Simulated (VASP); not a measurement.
ZnS:

```
Zn S
1.0
     3.81200    0.00000    0.00000
    -1.90600    3.30129    0.00000
     0.00000    0.00000   18.68999
Zn S
6 6
Direct
  0.00000 0.00000 0.00001
  0.00000 0.00000 0.50001
  0.33333 0.66667 0.16675
  0.66667 0.33333 0.66675
  0.66667 0.33333 0.33326
  0.33333 0.66667 0.83326
  0.00000 0.00000 0.12511
  0.00000 0.00000 0.62511
  0.33333 0.66667 0.29167
  0.66667 0.33333 0.79167
  0.66667 0.33333 0.45820
  0.33333 0.66667 0.95820
```

Base run:

* Program: VASP 6.6.1
* Functional: r2SCAN
* Potentials or basis: VASP PAW PBE potentials, release 64 (Zn, S)
* Cutoff: 440 eV
* k mesh: 8 × 8 × 2
* Occupations: fermi-dirac, width 0.02 eV
* Spin: no spin polarisation

Its results: band gap on the k mesh 2.73 eV; pressure -0.3 GPa; largest force 0.022 eV/Å.

The run is repeated on the same cell with these changes: functional from r2SCAN to PBE; cutoff from 440 eV to 400 eV; further incar settings from ALGO = Normal; EDIFF = 1e-07; NBANDS = 66 to ALGO = Normal; EDIFF = 1e-08; NBANDS = 66. What comes out?

Band gap on the k mesh 2.17 eV; pressure 2.0 GPa; largest force 0.009 eV/Å.

Caveats: the PAW data sets were made with another functional, which shifts forces and pressure a little (at least some runs).

A k mesh can miss the band edges.
